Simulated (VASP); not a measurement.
Set up this calculation in VASP 6.6.1, as the native input.

```
Task                   : relaxation of cell and atoms
Functional             : PBEsol
Dispersion             : D3(BJ)
Potentials or basis    : VASP PAW PBE potentials, release 64 (Sn_d)
Cutoff                 : 600 eV
k mesh                 : 10 × 10 × 10
Occupations            : fermi-dirac, width 0.05 eV
Spin                   : no spin polarisation
Dipole correction      : no
Further INCAR settings : ALGO = Normal; EDIFF = 1e-07; IBRION = 2; EDIFFG = -0.01; NSW = 60; ISIF = 3
```

The structure of Sn lies in POSCAR:

```
Sn
1.0
   -2.0291894110      2.0291894110      1.6607599896
    2.0291894110     -2.0291894110      1.6607599896
    2.0291894110      2.0291894110     -1.6607599896
Sn
1
Direct
    0.0000000000      0.0000000000      0.0000000000
```

These files were run (other wordings do the same):

INCAR

```
  PREC = Accurate
  ENCUT = 600
  EDIFF = 1E-7
  ISMEAR = -1
  SIGMA = 0.05
  LREAL = False
  LASPH = True
  NELM = 60
  ALGO = Normal
  ISIF = 3
  LWAVE = False
  LCHARG = False
  GGA = PS
  IVDW = 12
  IBRION = 2
  NSW = 60
  EDIFFG = -0.01
```

KPOINTS

```
regular mesh
0
Gamma
  10 10 10
```

Potentials or basis: VASP PAW PBE potentials, release 64 (Sn_d).

Launch:

```sh
$ cat potpaw_PBE.64/Sn_d/POTCAR > POTCAR
$ mpirun -np 1 vasp_std > vasp.out
```

It gave:

The relaxed volume is 25.06 Å³/atom. The relaxed cell is a = 3.214 Å, b = 3.214 Å, c = 3.214 Å, α = 105.11°, β = 105.11°, γ = 118.59°, the space group after relaxing (to 0.05 Å) is I4/mmm (No. 139) and the energy gained by relaxing is 34.9 meV/atom. The ionic steps are 10. The pressure after relaxing is 0.0 GPa, the band gap on the k mesh is zero (band 7 reaches 16.51 eV, above the bottom of band 8 at 6.56 eV) and the dispersion energy per atom is -0.424 eV.

Caveat: the PAW data sets were made with another functional, which shifts forces and pressure a little; spin-orbit coupling is left out, which moves the levels of the heavy elements; pairwise dispersion overbinds metals, which lowers pressure and volume.

Wall time 3 min on 1 thread of Intel(R) Xeon(R) 6975P-C (Granite Rapids), on a shared host, peak memory 0.2 GiB.
